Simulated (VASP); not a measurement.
# Co (P-3m1) in VASP: further runs

Co is run at these levels: PBEsol+D3(BJ), PBEsol, LDA; tasks: relaxation of cell and atoms.

Program: VASP 6.6.1. These are calculated values, not measurements. Logs are shortened: lines on timing, memory, paths and dates and some standing lists are left out, and cuts for length are marked.

**1. The cell of the first run**

It takes space group P-3m1 (No. 164, trigonal). The conventional cell has a = 2.487 Å, b = 2.487 Å, c = 4.063 Å, α = 90.00°, β = 90.00°, γ = 120.00°. Co (site symmetry 3m) has 12 Co at 2.42 to 2.55 Å within 3.2 Å.

**2. Relaxation of cell and atoms, PBEsol+D3(BJ), collinear spin, ferromagnetic start**

Contents of INCAR:

```
SYSTEM = Co
  ALGO = Normal
  EDIFF = 1E-6
  EDIFFG = -0.05
  ENCUT = 600
  GGA = PS
  IBRION = 2
  ISIF = 3
  ISMEAR = -1
  ISPIN = 2
  IVDW = 12
  LASPH = .TRUE.
  LCHARG = .FALSE.
  LMAXMIX = 4
  LORBIT = 11
  LREAL = .FALSE.
  LWAVE = .FALSE.
  MAGMOM = 1.8 1.8
  NELM = 150
  NSW = 80
  PREC = Accurate
  SIGMA = 0.1
```

Contents of KPOINTS:

```
k-points
0
G
  14 14 8
  0 0 0
```

Contents of POSCAR:

```
Co
1.0
    2.4873600000      0.0000000000      0.0000000000
   -1.2436800000      2.1541200000      0.0000000000
    0.0000000000      0.0000000000      4.0632900000
Co
2
Direct
    0.6666666667      0.3333333333      0.2598600000
    0.3333333333      0.6666666667      0.7401400000
```

Potentials or basis: VASP PAW PBE potentials, release 64 (Co).

Command:

```console
$ cat potpaw_PBE.64/Co/POTCAR > POTCAR
$ mpirun -np 1 vasp_std > vasp.out
```

OUTCAR:

```text
SYSTEM = Co
   EDIFF = 1E-6
   EDIFFG = -0.05
   ENCUT = 600
   GGA = PS
   IBRION = 2
   ISIF = 3
   ISMEAR = -1
   ISPIN = 2
   IVDW = 12
   LASPH = .TRUE.
   LORBIT = 11
   LREAL = .FALSE.
   NELM = 150
   NSW = 80
   PREC = Accurate
 IVDW          = 12

 ion  position               nearest neighbor table
   1  0.667  0.333  0.260-   2 2.42   2 2.42   2 2.42   2 2.55   2 2.55   2 2.55
   2  0.333  0.667  0.740-   1 2.42   1 2.42   1 2.42   1 2.55   1 2.55   1 2.55

  LATTYP: Found a hexagonal cell.
 ALAT       =     2.4873600000
 C/A-ratio  =     1.6335753570

  Lattice vectors:

 A1 = (   2.4873600000,   0.0000000000,   0.0000000000)
 A2 = (  -1.2436800000,   2.1541200000,   0.0000000000)
 A3 = (   0.0000000000,   0.0000000000,   4.0632900000)

Analysis of symmetry for initial positions (statically):
=====================================================================
 Subroutine PRICEL returns:
 Original cell was already a primitive cell.

 Routine SETGRP: Setting up the symmetry group for a
 hexagonal supercell.

 Subroutine GETGRP returns: Found 12 space group operations
 (whereof 12 operations were pure point group operations)
 out of a pool of 24 trial point group operations.

The static configuration has the point symmetry D_3d.

Analysis of symmetry for dynamics (positions and initial velocities):
=====================================================================
 Subroutine PRICEL returns:
 Original cell was already a primitive cell.

 Routine SETGRP: Setting up the symmetry group for a
 hexagonal supercell.

 Subroutine GETGRP returns: Found 12 space group operations
 (whereof 12 operations were pure point group operations)
 out of a pool of 24 trial point group operations.

The dynamic configuration has the point symmetry D_3d.

Analysis of structural, dynamic, and magnetic symmetry:
=====================================================================
 Subroutine PRICEL returns:
 Original cell was already a primitive cell.

 Routine SETGRP: Setting up the symmetry group for a
 hexagonal supercell.

 Subroutine GETGRP returns: Found 12 space group operations
 (whereof 12 operations were pure point group operations)
 out of a pool of 24 trial point group operations.

The overall configuration has the point symmetry D_3d.

 Subroutine INISYM returns: Found 12 space group operations
 (whereof 12 operations are pure point group operations),
 and found     1 'primitive' translations

----------------------------------------------------------------------------------------

                                     Primitive cell

  volume of cell :      21.7714

  direct lattice vectors                    reciprocal lattice vectors
     2.487360000  0.000000000  0.000000000     0.402032677  0.232113346  0.000000000
    -1.243680000  2.154120000  0.000000000     0.000000000  0.464226691  0.000000000
     0.000000000  0.000000000  4.063290000     0.000000000  0.000000000  0.246105988

  length of vectors
     2.487360000  2.487362643  4.063290000     0.464227184  0.464226691  0.246105988

  position of ions in fractional coordinates (direct lattice)
     0.666666667  0.333333333  0.259860000
     0.333333333  0.666666667  0.740140000

  ion indices of the primitive-cell ions
   primitive index   ion index
                 1           1
                 2           2

----------------------------------------------------------------------------------------

 KPOINTS: k-points

Automatic generation of k-mesh.
 Grid dimensions read from file:
 generate k-points for:   14   14    8

 Generating k-lattice:

  Cartesian coordinates                     Fractional coordinates (reciprocal lattice)
     0.028716620  0.016579525  0.000000000     0.071428571 -0.000000000  0.000000000
     0.000000000  0.033159049  0.000000000     0.000000000  0.071428571  0.000000000
     0.000000000  0.000000000  0.030763249     0.000000000  0.000000000  0.125000000

  Length of vectors
     0.033159085  0.033159049  0.030763249

  Shift w.r.t. Gamma in fractional coordinates (k-lattice)
     0.000000000  0.000000000  0.000000000

 Subroutine IBZKPT returns following result:
 ===========================================

 Found    168 irreducible k-points:

 Following reciprocal coordinates:
            Coordinates               Weight
  0.000000  0.000000  0.000000      1.000000
  0.071429  0.000000  0.000000      6.000000
  0.142857  0.000000  0.000000      6.000000
  0.214286  0.000000  0.000000      6.000000
  0.285714  0.000000  0.000000      6.000000
  0.357143  0.000000  0.000000      6.000000
[... 16 lines left out ...]
  0.285714  0.285714  0.000000      6.000000
  0.357143  0.285714  0.000000      6.000000
 [... further k-points ...]
   k-points           NKPTS =    168   k-points in BZ     NKDIM =    168   number of bands    NBANDS=     15
   number of dos      NEDOS =    301   number of ions     NIONS =      2
   total plane-waves  NPLWV =  12800
[... 27 lines left out ...]
   NUPDOWN=      -1.0000    fix difference up-down
   EMIN   =  10.00;   EMAX   =-10.00  energy-range for DOS
   EFERMI =   0.00;   METHOD = LEGACY
   ISMEAR =    -1;   SIGMA  =   0.10  broadening in eV -4-tet -1-fermi 0-gaus
   EFERMI_NEDOS =   21; number of points for ismear=-14 and -15
   IALGO  =     38    algorithm
   IMIX   =      4    mixing-type and parameters
     AMIX     =   0.40;   BMIX     =  1.00
     AMIX_MAG =   1.60;   BMIX_MAG =  1.00
  volume/ion in A,a.u.               =      10.89        73.46
  Fermi-wavevector in a.u.,A,eV,Ry     =   1.536515  2.903593 32.121711  2.360879
  Thomas-Fermi vector in A             =   2.643153
   LORBIT       =     11    0 simple, 1 ext, 2 COOP (PROOUT), +10 PAW based schemes
   GGA     = PS    functional components
   LHFCALC =     F    Hartree Fock is set to
   AEXX    =    0.0000 exact exchange contribution
   IVDW    =    12    specifies the selected vdW correction
   LEPSILON=     F    determine dielectric tensor
   LRPA    =     F    only Hartree local field effects (RPA)
 conjugate gradient relaxation of ions
 spin polarized calculation
  energy-cutoff  :      600.00
  volume of cell :       21.77
 maximum number of plane-waves:       756
   NGX =  9   NGY =  9   NGZ = 17

--------------------------------------- Ionic step        1  -------------------------------------------

 number of electron      17.9999999 magnetization       3.1901697

 Free energy of the ion-electron system (eV)
  ---------------------------------------------------
  ext. energy  EPLUGINS =         0.00000000
  ---------------------------------------------------
  free energy    TOTEN  =       -15.43982408 eV

  energy without entropy =      -15.37678760  energy(sigma->0) =      -15.40830584

------------------------ aborting loop because EDIFF is reached ----------------------------------------

 Edisp (eV)   -0.75836

 E8    (eV) :    -0.5020
[... 271 lines left out ...]
--------------------------------------- Ionic step        8  -------------------------------------------

 number of electron      18.0000006 magnetization       3.0351939

 Free energy of the ion-electron system (eV)
  ---------------------------------------------------
  ext. energy  EPLUGINS =         0.00000000
  ---------------------------------------------------
  free energy    TOTEN  =       -15.49054103 eV

  energy without entropy =      -15.43177286  energy(sigma->0) =      -15.46115695

 E-fermi :  11.1785     XC(G=0): -14.0316

 val. band max:       11.1779502539   @ k =   0.0000   0.4286   0.2500
 cond. band min:      11.1815736233   @ k =  -0.0714   0.5000   0.3750
 fundamental gap:      0.0036233694
 Fermi energy:        11.1785321081

 spin component 1

 k-point     1 :       0.0000    0.0000    0.0000
  band No.  band energies     occupation
      1       1.7553      1.00000
      2       5.6765      1.00000
      3       8.4949      1.00000
      4       8.5212      1.00000
      5       8.5212      1.00000
      6       8.8785      1.00000
      7       8.8785      1.00000
      8       9.2761      1.00000
      9       9.2761      1.00000
     10      10.5199      0.99862
     11      10.5199      0.99862
     12      11.0009      0.85527
     13      18.2245      0.00000
     14      33.7388      0.00000
[... 401 lines left out ...]
      2       6.9376      1.00000
      3       6.9776      1.00000
      4       7.3699      1.00000
      5       8.1643      1.00000
      6       8.2929      1.00000
      7       9.2353      1.00000
      8      10.3277      0.99980
      9      10.5022      0.99885
     10      10.5410      0.99830
     11      15.4477      0.00000
     12      16.4702      0.00000
     13      18.1603      0.00000
     14      24.0175      0.00000
     15      24.1752      0.00000

 [... further k-points ...]

 spin component 2

 k-point     1 :       0.0000    0.0000    0.0000
  band No.  band energies     occupation
      1       1.8250      1.00000
      2       6.5783      1.00000
      3      10.0197      0.99999
      4      10.0432      0.99999
      5      10.0432      0.99999
      6      10.4528      0.99930
      7      10.4528      0.99930
      8      10.9267      0.92544
      9      10.9267      0.92544
     10      11.0344      0.80865
     11      12.2832      0.00002
     12      12.2832      0.00002
     13      19.2158      0.00000
     14      33.5875      0.00000
[... 401 lines left out ...]
      2       7.9037      1.00000
      3       8.0516      1.00000
      4       8.2717      1.00000
      5       9.5678      1.00000
      6       9.6796      1.00000
      7      10.7341      0.98839
      8      12.0384      0.00018
      9      12.2323      0.00003
     10      12.3094      0.00001
     11      16.3082      0.00000
     12      17.3107      0.00000
     13      18.8135      0.00000
     14      24.4305      0.00000
     15      24.6850      0.00000

 [... further k-points ...]

------------------------ aborting loop because EDIFF is reached ----------------------------------------

 Edisp (eV)   -0.82097

 E8    (eV) :    -0.5434
[... 25 lines left out ...]
  FREE ENERGIE OF THE ION-ELECTRON SYSTEM (eV)
  ---------------------------------------------------
  free  energy   TOTEN  =       -16.3115138102 eV

  energy  without entropy=      -16.2527456352  energy(sigma->0) =      -16.28212972

 reached required accuracy - stopping structural energy minimisation

 total charge

# of ion       s       p       d       tot
------------------------------------------
    1        0.521   0.593   7.316   8.430
    2        0.521   0.593   7.316   8.430
--------------------------------------------------
tot          1.043   1.186  14.632  16.861

 magnetization (x)

# of ion       s       p       d       tot
------------------------------------------
    1       -0.016  -0.052   1.587   1.519
    2       -0.016  -0.052   1.587   1.519
--------------------------------------------------
tot         -0.031  -0.103   3.173   3.038
```

It took 4.8 min on 1 thread of Intel Xeon Platinum 8488C (Sapphire Rapids), shared host; peak memory 0.24 GiB.

Results:

```yaml
Free_energy: -16.3115 eV
Relaxed_volume: 10.06 Å³/atom
Relaxed_cell: a = 2.431 Å, b = 2.431 Å, c = 3.932 Å, α = 90.00°, β = 90.00°, γ = 120.00°
Space_group_after_relaxing_to_0.1_Å: P6_3/mmc (No. 194)
Energy_gained_by_relaxing: 56.7 meV/atom
Ionic_steps: 8
Pressure_after_relaxing: 0.0 GPa
Net_moment: 3.04 μB per cell
Site_moments: Co +1.52 μB
Valence_electrons_inside_the_program's_atomic_spheres: Co 8.43
Dispersion_energy_per_atom: -0.410 eV
```

The path:
```csv
step,energy change (eV),largest force (eV/Å),pressure (GPa),volume (Å³)
1,0.0000,0.4611,-16.01,21.77
2,0.0168,0.4875,26.44,18.52
3,-0.0972,0.5411,0.85,20.11
4,-0.0973,0.5413,1.21,20.08
5,-0.1128,0.0654,1.05,20.04
6,-0.1130,0.0004,1.12,20.04
7,-0.1129,0.0026,-1.31,20.23
8,-0.1133,0.0008,0.04,20.12
```

Final structure:
```
Co
1.0
     2.43079    0.00000    0.00000
    -1.21539    2.10512    0.00000
     0.00000    0.00000    3.93217
Co
2
Direct
  0.66667 0.33333 0.25001
  0.33333 0.66667 0.74999
```

Caveat: the PAW data sets were made with another functional, which shifts forces and pressure a little.

**3. Relaxation of cell and atoms, PBEsol, collinear spin, ferromagnetic start**

Contents of INCAR:

```
SYSTEM = Co
ALGO = Normal
EDIFF = 1E-6
EDIFFG = -0.05
ENCUT = 600
GGA = PS
IBRION = 2
ISIF = 3
ISMEAR = -1
ISPIN = 2
LASPH = .True.
LCHARG = .False.
LMAXMIX = 4
LORBIT = 11
LREAL = .False.
LWAVE = .False.
MAGMOM = 1.8 1.8
NELM = 150
NSW = 80
PREC = Accurate
SIGMA = 0.1
```

Contents of KPOINTS:

```
k-points
0
Gamma
  14 14 8
  0 0 0
```

POSCAR is that of step 2.

Potentials or basis: VASP PAW PBE potentials, release 64 (Co).

Command:

```console
$ cat potpaw_PBE.64/Co/POTCAR > POTCAR
$ mpirun -np 1 vasp_std > vasp.out
```

It took 2.4 min on 1 thread of Intel Xeon 6975P-C (Granite Rapids), shared host; peak memory 0.22 GiB.

It converged, with:

```yaml
Free_energy: -15.5008 eV
Relaxed_volume: 10.29 Å³/atom
Relaxed_cell: a = 2.449 Å, b = 2.449 Å, c = 3.961 Å, α = 90.00°, β = 90.00°, γ = 120.00°
Space_group_after_relaxing_to_0.1_Å: P6_3/mmc (No. 194)
Energy_gained_by_relaxing: 30.5 meV/atom
Ionic_steps: 5
Pressure_after_relaxing: 0.7 GPa
Largest_force_after_relaxing: 0.007 eV/Å
Net_moment: 3.07 μB per cell
Site_moments: Co +1.54 μB
Valence_electrons_inside_the_program's_atomic_spheres: Co 8.38
```

Forces in eV/Å, atoms in the order of the input:
```
Co   0.000  0.000  0.007
Co   0.000  0.000 -0.007
```

The path:
| step | energy change (eV) | largest force (eV/Å) | pressure (GPa) | volume (Å³) |
| --- | --- | --- | --- | --- |
| 1 | 0.0000 | 0.4618 | -10.39 | 21.77 |
| 2 | -0.0124 | 0.3667 | 14.02 | 19.62 |
| 3 | -0.0479 | 0.4539 | 1.40 | 20.57 |
| 4 | -0.0605 | 0.0859 | 0.78 | 20.58 |
| 5 | -0.0610 | 0.0072 | 0.73 | 20.58 |

Final structure:
```xyz
2
Lattice="2.4494 0.0000 0.0000 -1.2247 2.1212 0.0000 0.0000 0.0000 3.9608" Properties=species:S:1:pos:R:3 pbc="T T T"
Co    1.2247    0.7071    0.9897
Co    0.0000    1.4142    2.9711
```

Levels at points of the mesh, in eV from the Fermi level:
Spin up:
```tsv
k point	band 6	band 7	band 8	band 9	band 10	band 11	band 12	band 13	band 14	band 15
(0.00, 0.00, 0.00)	-2.28	-2.28	-1.90	-1.90	-0.70	-0.70	-0.16	6.83	22.36	25.47
(0.50, 0.00, 0.00)	-2.55	-2.19	-0.55	-0.45	-0.39	1.46	3.59	10.07	10.79	13.22
(0.00, 0.00, 0.50)	-2.70	-2.70	-2.70	-1.04	-1.04	-1.03	-1.03	15.59	15.61	23.13
(0.50, 0.00, 0.50)	-1.76	-0.99	-0.99	-0.45	-0.45	1.65	1.66	7.74	7.74	19.00
```
Spin down:
| k point | band 5 | band 6 | band 7 | band 8 | band 9 | band 10 |
| --- | --- | --- | --- | --- | --- | --- |
| (0.00, 0.00, 0.00) | -1.09 | -0.69 | -0.69 | -0.23 | -0.23 | -0.14 |
| (0.50, 0.00, 0.00) | -1.25 | -1.15 | -0.70 | 1.22 | 1.37 | 1.40 |
| (0.00, 0.00, 0.50) | -1.16 | -1.16 | -1.16 | -1.16 | 0.72 | 0.72 |
| (0.50, 0.00, 0.50) | -0.12 | -0.11 | 0.24 | 0.24 | 1.33 | 1.33 |

Caveat: the PAW data sets were made with another functional, which shifts forces and pressure a little.

**4. Relaxation of cell and atoms, LDA, collinear spin, ferromagnetic start**

Contents of INCAR:

```
SYSTEM = Co
PREC     = Accurate       ! precision mode
ENCUT    = 600            ! plane-wave cutoff, eV
EDIFF    = 1E-6           ! SCF threshold, eV
ISMEAR   = -1             ! smearing method
SIGMA    = 0.1            ! smearing width, eV
LREAL    = .FALSE.        ! projectors in reciprocal space
LASPH    = .TRUE.         ! aspherical terms in the spheres
NELM     = 150            ! most SCF steps
ALGO     = Normal         ! electronic algorithm
ISIF     = 3              ! what is computed and relaxed
LWAVE    = .FALSE.        ! write WAVECAR
LCHARG   = .FALSE.        ! write CHGCAR
ISPIN    = 2              ! spin polarisation
MAGMOM   = 1.8 1.8        ! initial moments
LORBIT   = 11             ! projections on sites
LMAXMIX  = 4              ! l up to which the mixer works
GGA      = CA             ! functional
IBRION   = 2              ! ionic algorithm
NSW      = 80             ! ionic steps
EDIFFG   = -0.05          ! ionic threshold
```

Contents of KPOINTS:

```
regular mesh
0
G
  14 14 8
  0 0 0
```

POSCAR is that of step 3.

Potentials or basis: VASP PAW LDA potentials, release 64 (Co).

Command:

```console
$ cat potpaw_LDA.64/Co/POTCAR > POTCAR
$ mpirun -np 1 vasp_std > vasp.out
```

Wall time 3.5 min (1 thread of Intel Xeon 6975P-C (Granite Rapids), shared host); peak memory 0.22 GiB.

The run converged. Its results:

```yaml
Free_energy: -16.2867 eV
Relaxed_volume: 9.94 Å³/atom
Relaxed_cell: a = 2.423 Å, b = 2.423 Å, c = 3.910 Å, α = 90.00°, β = 90.00°, γ = 120.00°
Space_group_after_relaxing_to_0.1_Å: P6_3/mmc (No. 194)
Energy_gained_by_relaxing: 71.8 meV/atom
Ionic_steps: 8
Pressure_after_relaxing: 0.0 GPa
Net_moment: 2.84 μB per cell
Site_moments: Co +1.41 μB
Valence_electrons_inside_the_program's_atomic_spheres: Co 8.47
```

Stress tensor (GPa, compression positive):
```
 0.07  0.00  0.00
 0.00  0.07  0.00
 0.00  0.00 -0.14
```

The path:
| step | energy change (eV) | largest force (eV/Å) | pressure (GPa) | volume (Å³) |
| --- | --- | --- | --- | --- |
| 1 | 0.0000 | 0.4265 | -18.81 | 21.77 |
| 2 | 0.0361 | 0.6021 | 30.91 | 17.99 |
| 3 | -0.1254 | 0.5712 | 0.69 | 19.90 |
| 4 | -0.1254 | 0.5731 | 1.01 | 19.86 |
| 5 | -0.1431 | 0.0746 | 1.03 | 19.80 |
| 6 | -0.1433 | 0.0003 | 1.11 | 19.80 |
| 7 | -0.1433 | 0.0012 | -1.23 | 19.98 |
| 8 | -0.1436 | 0.0004 | 0.00 | 19.88 |

Final structure:
```
CELL_PARAMETERS angstrom
2.42305 0.00000 0.00000
-1.21152 2.09842 0.00000
0.00000 0.00000 3.91035
ATOMIC_POSITIONS crystal
Co 0.66667 0.33333 0.25001
Co 0.33333 0.66667 0.74999
```

Levels at points of the mesh, in eV from the Fermi level:
Spin up:
| k point | band 7 | band 8 | band 9 | band 10 | band 11 | band 12 | band 13 | band 14 |
| --- | --- | --- | --- | --- | --- | --- | --- | --- |
| (0.00, 0.00, 0.00) | -2.16 | -1.76 | -1.76 | -0.47 | -0.47 | -0.07 | 7.32 | 22.70 |
| (0.50, 0.00, 0.00) | -2.07 | -0.32 | -0.19 | -0.15 | 1.71 | 3.90 | 10.46 | 11.20 |
| (0.00, 0.00, 0.50) | -2.61 | -2.61 | -0.83 | -0.83 | -0.83 | -0.83 | 16.16 | 16.16 |
| (0.50, 0.00, 0.50) | -0.82 | -0.82 | -0.22 | -0.22 | 1.82 | 1.82 | 8.20 | 8.20 |
Spin down:
```
           k point  band 4  band 5  band 6  band 7  band 8  band 9  band 10  band 11
(0.00, 0.00, 0.00)   -1.23   -1.23   -0.82   -0.82   -0.36   -0.36     0.10     1.03
(0.50, 0.00, 0.00)   -1.92   -1.42   -1.25   -0.80    1.17    1.33     1.37     2.79
(0.00, 0.00, 0.50)   -1.81   -1.31   -1.31   -1.31   -1.31    0.65     0.65     0.65
(0.50, 0.00, 0.50)   -2.76   -0.22   -0.22    0.28    0.28    1.29     1.29     2.47
```

**5. The runs side by side**

| level | potentials or basis | gap on the mesh (eV) | pressure (GPa) | moment (μB) | relaxed volume (Å³/atom) |
| --- | --- | --- | --- | --- | --- |
| PBEsol+D3(BJ) | VASP PAW PBE potentials, release 64 (Co) | none | 0.0 | 3.04 | 10.06 |
| PBEsol | VASP PAW PBE potentials, release 64 (Co) | none | 0.7 | 3.07 | - |
| LDA | VASP PAW LDA potentials, release 64 (Co) | none | 0.0 | 2.84 | 9.94 |

Alike in all rows: task relaxation of cell and atoms; spin collinear, ferromagnetic start; cell relaxed; k mesh 14 × 14 × 8; cutoff (eV) 600; smearing fermi-dirac 0.1 eV.

Caveats: the PAW data sets were made with another functional, which shifts forces and pressure a little (at least some runs).

Total energies depend on the potentials used, so only differences within one code and one set of settings carry meaning.
